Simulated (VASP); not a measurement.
# CdS (rocksalt type) (Fm-3m) in VASP: a series of runs

The runs below take CdS (rocksalt type) through single point, relaxation of cell and atoms, with PBE.

Program: VASP 6.6.1. These are calculated values, not measurements. Logs are shortened: lines on timing, memory, paths and dates and some standing lists are left out, and cuts for length are marked.

## (1) The cell of the first run

It takes space group Fm-3m (No. 225, cubic). The conventional cell has a = 4.703 Å, b = 4.703 Å, c = 4.703 Å, α = 90.00°, β = 90.00°, γ = 90.00°. Cd (site symmetry m-3m) has 6 S at 2.35 Å within 3.1 Å. S (site symmetry m-3m) has 6 Cd at 2.35 Å within 3.1 Å.

## (2) Single point, PBE

File INCAR:

```
SYSTEM = CdS
ALGO     = Normal         ! electronic algorithm
EDIFF    = 1E-6           ! SCF threshold, eV
ENCUT    = 520            ! plane-wave cutoff, eV
GGA      = PE             ! functional
ISIF     = 2              ! what is computed and relaxed
ISMEAR   = -1             ! smearing method
LASPH    = .TRUE.         ! aspherical terms in the spheres
LCHARG   = .TRUE.         ! write CHGCAR
LELF     = .TRUE.         ! ELF
LREAL    = .FALSE.        ! projectors in reciprocal space
LVHAR    = .TRUE.       
LWAVE    = .FALSE.        ! write WAVECAR
NBANDS   = 16             ! bands
NELM     = 60             ! most SCF steps
PREC     = Accurate       ! precision mode
SIGMA    = 0.08           ! smearing width, eV
```

File KPOINTS:

```
k-points
0
G
  15 15 15
  0 0 0
```

File POSCAR:

```
CdS
1.0
    0.0000000000      2.3512661938      2.3512661938
    2.3512661938      0.0000000000      2.3512661938
    2.3512661938      2.3512661938      0.0000000000
Cd S
1 1
Direct
    0.0000000000      0.0000000000      0.0000000000
    0.5000000000      0.5000000000      0.5000000000
```

Potentials or basis: VASP PAW PBE potentials, release 64 (Cd, S).

The run is started by

```console
$ cat potpaw_PBE.64/Cd/POTCAR potpaw_PBE.64/S/POTCAR > POTCAR
$ mpirun -np 1 vasp_std > vasp.out
```

OUTCAR:

```text
SYSTEM = CdS
   EDIFF = 1E-6
   ENCUT = 520
   GGA = PE
   ISIF = 2
   ISMEAR = -1
   LASPH = .TRUE.
   LREAL = .FALSE.
   NELM = 60
   PREC = Accurate

 ion  position               nearest neighbor table
   1  0.000  0.000  0.000-   2 2.35   2 2.35   2 2.35   2 2.35   2 2.35   2 2.35
   2  0.500  0.500  0.500-   1 2.35   1 2.35   1 2.35   1 2.35   1 2.35   1 2.35

  LATTYP: Found a face centered cubic cell.
 ALAT       =     4.7025323876

  Lattice vectors:

 A1 = (   0.0000000000,   2.3512661938,   2.3512661938)
 A2 = (   2.3512661938,   0.0000000000,   2.3512661938)
 A3 = (   2.3512661938,   2.3512661938,   0.0000000000)

Analysis of symmetry for initial positions (statically):
=====================================================================
 Subroutine PRICEL returns:
 Original cell was already a primitive cell.

 Routine SETGRP: Setting up the symmetry group for a
 face centered cubic supercell.

 Subroutine GETGRP returns: Found 48 space group operations
 (whereof 48 operations were pure point group operations)
 out of a pool of 48 trial point group operations.

The static configuration has the point symmetry O_h .

Analysis of symmetry for dynamics (positions and initial velocities):
=====================================================================
 Subroutine PRICEL returns:
 Original cell was already a primitive cell.

 Routine SETGRP: Setting up the symmetry group for a
 face centered cubic supercell.

 Subroutine GETGRP returns: Found 48 space group operations
 (whereof 48 operations were pure point group operations)
 out of a pool of 48 trial point group operations.

The dynamic configuration has the point symmetry O_h .

 Subroutine INISYM returns: Found 48 space group operations
 (whereof 48 operations are pure point group operations),
 and found     1 'primitive' translations

----------------------------------------------------------------------------------------

                                     Primitive cell

  volume of cell :      25.9977

  direct lattice vectors                    reciprocal lattice vectors
     0.000000000  2.351266194  2.351266194    -0.212651380  0.212651380  0.212651380
     2.351266194  0.000000000  2.351266194     0.212651380 -0.212651380  0.212651380
     2.351266194  2.351266194  0.000000000     0.212651380  0.212651380 -0.212651380

  length of vectors
     3.325192540  3.325192540  3.325192540     0.368322994  0.368322994  0.368322994

  position of ions in fractional coordinates (direct lattice)
     0.000000000  0.000000000  0.000000000
     0.500000000  0.500000000  0.500000000

  ion indices of the primitive-cell ions
   primitive index   ion index
                 1           1
                 2           2

----------------------------------------------------------------------------------------

 KPOINTS: k-points

Automatic generation of k-mesh.
 Grid dimensions read from file:
 generate k-points for:   15   15   15

 Generating k-lattice:

  Cartesian coordinates                     Fractional coordinates (reciprocal lattice)
    -0.014176759  0.014176759  0.014176759     0.066666667  0.000000000  0.000000000
     0.014176759 -0.014176759  0.014176759     0.000000000  0.066666667  0.000000000
     0.014176759  0.014176759 -0.014176759     0.000000000  0.000000000  0.066666667

  Length of vectors
     0.024554866  0.024554866  0.024554866

  Shift w.r.t. Gamma in fractional coordinates (k-lattice)
     0.000000000  0.000000000  0.000000000

 Subroutine IBZKPT returns following result:
 ===========================================

 Found    120 irreducible k-points:

 Following reciprocal coordinates:
            Coordinates               Weight
  0.000000  0.000000  0.000000      1.000000
  0.066667  0.000000  0.000000      8.000000
  0.133333  0.000000  0.000000      8.000000
  0.200000  0.000000  0.000000      8.000000
  0.266667  0.000000  0.000000      8.000000
  0.333333  0.000000  0.000000      8.000000
[... 16 lines left out ...]
  0.133333  0.133333  0.000000      6.000000
  0.200000  0.133333  0.000000     24.000000
 [... further k-points ...]
   k-points           NKPTS =    120   k-points in BZ     NKDIM =    120   number of bands    NBANDS=     16
   number of dos      NEDOS =    301   number of ions     NIONS =      2
   total plane-waves  NPLWV =  21952
   dimension x,y,z NGX =    28 NGY =   28 NGZ =   28
   dimension x,y,z NGXF=    56 NGYF=   56 NGZF=   56
   ions per type =               1   1
   NGX,Y,Z   is equivalent  to a cutoff of  14.00, 14.00, 14.00 a.u.
   NGXF,Y,Z  is equivalent  to a cutoff of  28.00, 28.00, 28.00 a.u.
 SYSTEM =  CdS
   PREC   = accura    normal or accurate (medium, high low for compatibility)
   ISTART =      0    job   : 0-new  1-cont  2-samecut
   ICHARG =      2    charge: 1-file 2-atom 10-const
   ISPIN  =      1    spin polarized calculation?
   LNONCOLLINEAR =      F non collinear calculations
   LSORBIT =      F    spin-orbit coupling
   LASPH  =      T    aspherical Exc in radial PAW
   ENCUT  =  520.0 eV  38.22 Ry    6.18 a.u.   6.18  6.18  6.18*2*pi/ulx,y,z
   NELM   =     60;   NELMIN=  2; NELMDL= -5     # of ELM steps
   EDIFF  = 0.1E-05   stopping-criterion for ELM
   LREAL  =      F    real-space projection
   EDIFFG = 0.1E-04   stopping-criterion for IOM
   NSW    =      0    number of steps for IOM
   IBRION =     -1    ionic relax: 0-MD 1-quasi-New 2-CG
   NFREE  =      0    steps in history (QN), initial steepest desc. (CG)
   ISIF   =      2    stress and relaxation
   ISYM   =      2    0-nonsym 1-usesym 2-fastsym
   POTIM  = 0.5000    time-step for ionic-motion
   TEBEG  =    0.0;   TEEND  =   0.0 temperature during run
   PSTRESS=    0.0 pullay stress
   NELECT =      18.0000    total number of electrons
   NUPDOWN=      -1.0000    fix difference up-down
   EMIN   =  10.00;   EMAX   =-10.00  energy-range for DOS
   EFERMI =   0.00;   METHOD = LEGACY
   ISMEAR =    -1;   SIGMA  =   0.08  broadening in eV -4-tet -1-fermi 0-gaus
   EFERMI_NEDOS =   21; number of points for ismear=-14 and -15
   IALGO  =     38    algorithm
   IMIX   =      4    mixing-type and parameters
     AMIX     =   0.40;   BMIX     =  1.00
     AMIX_MAG =   1.60;   BMIX_MAG =  1.00
  volume/ion in A,a.u.               =      13.00        87.72
  Fermi-wavevector in a.u.,A,eV,Ry     =   1.448284  2.736861 28.538599  2.097528
  Thomas-Fermi vector in A             =   2.566143
   LORBIT       =      0    0 simple, 1 ext, 2 COOP (PROOUT), +10 PAW based schemes
   GGA     = PE    functional components
   LHFCALC =     F    Hartree Fock is set to
   AEXX    =    0.0000 exact exchange contribution
   IVDW    =     0    specifies the selected vdW correction
   LEPSILON=     F    determine dielectric tensor
   LRPA    =     F    only Hartree local field effects (RPA)
 non-spin polarized calculation
  energy-cutoff  :      520.00
  volume of cell :       26.00
 maximum number of plane-waves:       725
 NGX is ok and might be reduce to    28
   NGX = 13   NGY = 13   NGZ = 13

 number of electron      18.0000002 magnetization

 Free energy of the ion-electron system (eV)
  ---------------------------------------------------
  ext. energy  EPLUGINS =         0.00000000
  ---------------------------------------------------
  free energy    TOTEN  =        -2.63037385 eV

  energy without entropy =       -2.62732107  energy(sigma->0) =       -2.62884746

 E-fermi :   9.1188     XC(G=0): -12.8298

 val. band max:        9.0088197792   @ k =   0.4667   0.0000   0.0000
 cond. band min:       9.1449373206   @ k =  -0.4667   0.4667   0.0000
 fundamental gap:      0.1361175415
 Fermi energy:         9.1188470134

 k-point     1 :       0.0000    0.0000    0.0000
  band No.  band energies     occupation
      1      -8.5070      2.00000
      2      -0.9214      2.00000
      3      -0.9214      2.00000
      4      -0.9214      2.00000
      5      -0.9123      2.00000
      6      -0.9123      2.00000
[... 8 lines left out ...]
     15      22.5624      0.00000
     16      22.5624      0.00000

 k-point     2 :       0.0667    0.0000    0.0000
  band No.  band energies     occupation
      1      -8.4304      2.00000
      2      -0.9639      2.00000
      3      -0.9639      2.00000
      4      -0.9457      2.00000
      5      -0.8914      2.00000
      6      -0.8914      2.00000
[... 8 lines left out ...]
     15      21.4236      0.00000
     16      21.4236      0.00000

 k-point     3 :       0.1333    0.0000    0.0000
  band No.  band energies     occupation
      1      -8.2039      2.00000
      2      -1.1002      2.00000
      3      -1.1002      2.00000
      4      -1.0225      2.00000
      5      -0.8099      2.00000
      6      -0.8099      2.00000
[... 8 lines left out ...]
     15      20.3351      0.00000
     16      20.9173      0.00000

 k-point     4 :       0.2000    0.0000    0.0000
  band No.  band energies     occupation
      1      -7.8382      2.00000
      2      -1.2890      2.00000
      3      -1.2890      2.00000
      4      -1.1659      2.00000
      5      -0.6868      2.00000
      6      -0.6868      2.00000
[... 8 lines left out ...]
     15      20.0050      0.00000
     16      21.3780      0.00000
[... 324 lines left out ...]
 k-point    22 :      -0.0667    0.0667    0.0000
  band No.  band energies     occupation
      1      -8.3047      2.00000
      2      -1.0687      2.00000
      3      -1.0172      2.00000
      4      -0.9794      2.00000
      5      -0.8753      2.00000
      6      -0.8189      2.00000
[... 8 lines left out ...]
     15      20.7214      0.00000
     16      21.3863      0.00000

 k-point    23 :       0.1333    0.1333    0.0000
  band No.  band energies     occupation
      1      -8.1178      2.00000
      2      -1.3180      2.00000
      3      -1.0244      2.00000
      4      -0.8547      2.00000
      5      -0.8369      2.00000
      6      -0.8369      2.00000
[... 8 lines left out ...]
     15      21.9722      0.00000
     16      22.7989      0.00000

 k-point    24 :       0.2000    0.1333    0.0000
  band No.  band energies     occupation
      1      -7.8684      2.00000
      2      -1.4971      2.00000
      3      -1.0905      2.00000
      4      -0.9536      2.00000
      5      -0.7708      2.00000
      6      -0.6914      2.00000
[... 8 lines left out ...]
     15      22.4637      0.00000
     16      22.8922      0.00000

 [... further k-points ...]
[... 5 lines left out ...]
  --------------------------------------------------------------------------------------
  -------------------------------------------------------------------------------------
  Total       16.7818626     16.7818626     16.7818626      0.0000000      0.0000000     -0.0000000
  in kB     1034.2257577   1034.2257577   1034.2257577      0.0000000      0.0000000     -0.0000000
  external PRESSURE =    1034.2257577 kB  Pullay stress =       0.0000000 kB

 VOLUME and BASIS-vectors are now :
 -----------------------------------------------------------------------------
  energy-cutoff  :      520.00
  volume of cell :       26.00
      direct lattice vectors                 reciprocal lattice vectors
     0.000000000  2.351266194  2.351266194    -0.212651380  0.212651380  0.212651380
     2.351266194  0.000000000  2.351266194     0.212651380 -0.212651380  0.212651380
     2.351266194  2.351266194  0.000000000     0.212651380  0.212651380 -0.212651380

 POSITION                                       TOTAL-FORCE (eV/Angst)
 -----------------------------------------------------------------------------------
      0.00000      0.00000      0.00000        -0.000000     -0.000000     -0.000000
      2.35127      2.35127      2.35127         0.000000      0.000000      0.000000
 -----------------------------------------------------------------------------------
    total drift:                               -0.000000      0.000000      0.000000

  FREE ENERGIE OF THE ION-ELECTRON SYSTEM (eV)
  ---------------------------------------------------
  free  energy   TOTEN  =        -2.6303738515 eV

  energy  without entropy=       -2.6273210691  energy(sigma->0) =       -2.62884746
```

It took 23 s on 1 thread of Intel Xeon 6975P-C (Granite Rapids), shared host; peak memory 0.19 GiB.

What came out:

| Property | Result |
| --- | --- |
| Free energy | -2.6304 eV |
| Pressure | 103.4 GPa |
| Band gap on the k mesh | zero (band 9 reaches 9.01 eV, above the bottom of band 10 at 8.88 eV) |

## (3) Single point, PBE

File INCAR:

```
PREC     = Accurate       # precision mode
ENCUT    = 520            # plane-wave cutoff, eV
EDIFF    = 1E-6           # SCF threshold, eV
ISMEAR   = -1             # smearing method
SIGMA    = 0.08           # smearing width, eV
LREAL    = False          # projectors in reciprocal space
LASPH    = True           # aspherical terms in the spheres
NELM     = 60             # most SCF steps
ALGO     = Normal         # electronic algorithm
ISIF     = 2              # what is computed and relaxed
LWAVE    = False          # write WAVECAR
LCHARG   = False          # write CHGCAR
GGA      = PE             # functional
NBANDS   = 16             # bands
```

File KPOINTS:

```
regular mesh
0
Gamma
  15 15 15
```

POSCAR is that of step 2.

Potentials or basis: VASP PAW PBE potentials, release 64 (Cd, S).

The run is started by

```console
$ cat potpaw_PBE.64/Cd/POTCAR potpaw_PBE.64/S/POTCAR > POTCAR
$ mpirun -np 1 vasp_std > vasp.out
```

Wall time 22 s (1 thread of Intel Xeon 6975P-C (Granite Rapids), shared host); peak memory 0.19 GiB.

It converged, with:

```
Free energy            : -2.6304 eV
Pressure               : 103.4 GPa
Band gap on the k mesh : zero (band 9 reaches 9.01 eV, above the bottom of band 10 at 8.88 eV)
```

Levels at points of the mesh, in eV from the Fermi level:
```tsv
k point	band 7	band 8	band 9	band 10	band 11	band 12
(0.00, 0.00, 0.00)	-2.40	-2.40	-2.40	3.48	8.82	8.82
```

## (4) Relaxation of cell and atoms, PBE, target pressure 100 GPa, at which the enthalpy is minimised

This run uses another cell than the first one, of 12.86 Å³/atom, 0.989 times its volume.

File INCAR:

```
ALGO = Normal
EDIFF = 1E-6
EDIFFG = -0.005
ENCUT = 600
GGA = PE
IBRION = 2
ISIF = 3
ISMEAR = -1
LASPH = T
LCHARG = F
LREAL = F
LWAVE = F
NELM = 80
NSW = 60
PREC = Accurate
PSTRESS = 1000.0
SIGMA = 0.08
```

File KPOINTS:

```
k-points
0
Gamma
  15 15 15
```

File POSCAR:

```
CdS
1.0
    0.0000000000      2.3426944440      2.3426944440
    2.3426944440      0.0000000000      2.3426944440
    2.3426944440      2.3426944440      0.0000000000
Cd S
1 1
Direct
    0.0000000000      0.0000000000      0.0000000000
    0.5000000000      0.5000000000      0.5000000000
```

The run is started by

```console
$ cat potpaw_PBE.64/Cd/POTCAR potpaw_PBE.64/S/POTCAR > POTCAR
$ mpirun -np 1 vasp_std > vasp.out
```

Wall time 62 s (1 thread of Intel Xeon 6975P-C (Granite Rapids), shared host); peak memory 0.2 GiB.

The run converged. Its results:

```
Free energy                                            : -2.7520 eV
Relaxed volume                                         : 13.09 Å³/atom
Relaxed cell                                           : a = 3.333 Å, b = 3.333 Å, c = 3.333 Å, α = 60.00°, β = 60.00°, γ = 60.00°
Space group after relaxing (to 0.05 Å)                 : Fm-3m (No. 225)
Energy change on relaxing (the enthalpy is what falls) : -154.3 meV/atom
Ionic steps                                            : 4
Pressure after relaxing                                : 100.0 GPa
Band gap on the k mesh                                 : zero (band 9 reaches 8.88 eV, above the bottom of band 10 at 8.77 eV)
```

The path:
```csv
step,energy change (eV),largest force (eV/Å),pressure (GPa),volume (Å³)
1,0.0000,0.0000,108.47,25.71
2,-1.4259,0.0000,69.20,28.33
3,-0.3194,0.0000,99.70,26.21
4,-0.3086,0.0000,99.96,26.19
```

Final structure:
```
Cd S
1.0
     0.00000    2.35702    2.35702
     2.35702    0.00000    2.35702
     2.35702    2.35702    0.00000
Cd S
1 1
Cartesian
  0.0000 0.0000 0.0000
  2.3570 2.3570 2.3570
```

Levels at points of the mesh, in eV from the Fermi level:
```
           k point  band 5  band 6  band 7  band 8  band 9  band 10  band 11  band 12  band 13
(0.00, 0.00, 0.00)   -9.97   -9.97   -2.37   -2.37   -2.37     3.43     8.83     8.83     8.83
```

Caveat: the cell is relaxed towards a set pressure, so the enthalpy falls and the energy may rise.

## (5) Relaxation of cell and atoms, PBE, target pressure 100 GPa, at which the enthalpy is minimised

File INCAR:

```
ALGO     = Normal         # electronic algorithm
EDIFF    = 1E-7           # SCF threshold, eV
EDIFFG   = -0.005         # ionic threshold
ENCUT    = 600            # plane-wave cutoff, eV
GGA      = PE             # functional
IBRION   = 2              # ionic algorithm
ISIF     = 3              # what is computed and relaxed
ISMEAR   = -1             # smearing method
LASPH    = T              # aspherical terms in the spheres
LCHARG   = F              # write CHGCAR
LREAL    = F              # projectors in reciprocal space
LWAVE    = F              # write WAVECAR
NELM     = 100            # most SCF steps
NSW      = 32             # ionic steps
PREC     = Accurate       # precision mode
PSTRESS  = 1000.0       
SIGMA    = 0.08           # smearing width, eV
```

KPOINTS is that of step 4.

File POSCAR:

```
CdS
1.0
    0.0000000000      2.3512661938      2.3512661938
    2.3512661938      0.0000000000      2.3512661938
    2.3512661938      2.3512661938      0.0000000000
Cd S
1 1
Direct
    0.0000000000      0.0000000000      0.0000000000
    0.5000000000      0.5000000000      0.5000000000
```

The run is started by

```console
$ cat potpaw_PBE.64/Cd/POTCAR potpaw_PBE.64/S/POTCAR > POTCAR
$ mpirun -np 1 vasp_std > vasp.out
```

Wall time 55 s (1 thread of Intel Xeon 6975P-C (Granite Rapids), shared host); peak memory 0.2 GiB.

Results (log left out):

- Free energy: -2.7531 eV
- Relaxed volume: 13.10 Å³/atom
- Relaxed cell: a = 3.333 Å, b = 3.333 Å, c = 3.333 Å, α = 60.00°, β = 60.00°, γ = 60.00°
- Space group after relaxing (to 0.05 Å): Fm-3m (No. 225)
- Energy change on relaxing (the enthalpy is what falls): -61.1 meV/atom
- Ionic steps: 3
- Pressure after relaxing: 100.0 GPa
- Band gap on the k mesh: zero (band 9 reaches 8.88 eV, above the bottom of band 10 at 8.77 eV)

The path:
```csv
step,energy change (eV),largest force (eV/Å),pressure (GPa),volume (Å³)
1,0.0000,0.0000,103.32,26.00
2,-0.6065,0.0000,86.68,27.02
3,-0.1222,0.0000,99.97,26.19
```

Final structure:
```yaml
crystal:
  lattice:
    - [0.00000, 2.35706, 2.35706]
    - [2.35706, 0.00000, 2.35706]
    - [2.35706, 2.35706, 0.00000]
  atoms:
    - { symbol: Cd, position: [0.00000, 0.00000, 0.00000] }
    - { symbol: S, position: [0.50000, 0.50000, 0.50000] }
```

Levels at points of the mesh, in eV from the Fermi level:
```csv
k point,band 5,band 6,band 7,band 8,band 9,band 10,band 11,band 12,band 13
"(0.00, 0.00, 0.00)",-9.97,-9.97,-2.37,-2.37,-2.37,3.43,8.83,8.83,8.83
```

Caveat: the cell is relaxed towards a set pressure, so the enthalpy falls and the energy may rise.

## (6) Overview

```tsv
task	cell	cutoff (eV)	gap on the mesh (eV)	pressure (GPa)
single point	a = 3.325 Å, angles 60.0°, 2 atoms	520	none	103.4
relaxation of cell and atoms	relaxed to 100 GPa from a = 3.313 Å, angles 60.0°, 2 atoms	600	none	100.0
relaxation of cell and atoms	relaxed to 100 GPa from a = 3.325 Å, angles 60.0°, 2 atoms	600	none	100.0
```

Alike in all rows: level PBE; potentials or basis VASP PAW PBE potentials, release 64 (Cd, S); no spin polarisation; k mesh 15 × 15 × 15; smearing fermi-dirac 0.08 eV.

Caveats: the cell is relaxed towards a set pressure, so the enthalpy falls and the energy may rise (some runs).

Total energies depend on the potentials used, so only differences within one code and one set of settings carry meaning.
